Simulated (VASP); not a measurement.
CaO (Lime):

```
CELL_PARAMETERS angstrom
0.00000 2.41506 2.41506
2.41506 0.00000 2.41506
2.41506 2.41506 0.00000
ATOMIC_POSITIONS crystal
Ca 0.00000 0.00000 0.00000
O 0.50000 0.50000 0.50000
```

```yaml
Program: VASP 6.6.1
Task: relaxation of cell and atoms
Functional: PBEsol
Potentials_or_basis: VASP PAW PBE potentials, release 64 (Ca_sv, O)
Cutoff: 600 eV
k_mesh: 8 × 8 × 8
Occupations: fermi-dirac, width 0.02 eV
Spin: no spin polarisation
```

At the start: pressure -3.7 GPa; volume 14.09 Å³/atom.

Task: Where does the relaxation end?

Result: Over 3 steps the energy falls by 5.7 meV/atom and the volume is 13.61 Å³/atom (-3.4 %); space group Fm-3m (No. 225, to 0.05 Å).

Step by step:
```tsv
step	energy change (eV)	largest force (eV/Å)	pressure (GPa)	volume (Å³)
1	0.0000	0.0000	-3.70	28.17
2	-0.0098	0.0000	1.52	26.87
3	-0.0114	0.0000	0.00	27.21
```

Final structure:
```xyz
2
Lattice="0.0000 2.3873 2.3873 2.3873 0.0000 2.3873 2.3873 2.3873 0.0000" Properties=species:S:1:pos:R:3 pbc="T T T"
Ca    0.0000    0.0000    0.0000
O     2.3873    2.3873    2.3873
```

Caveat: the PAW data sets were made with another functional, which shifts forces and pressure a little.
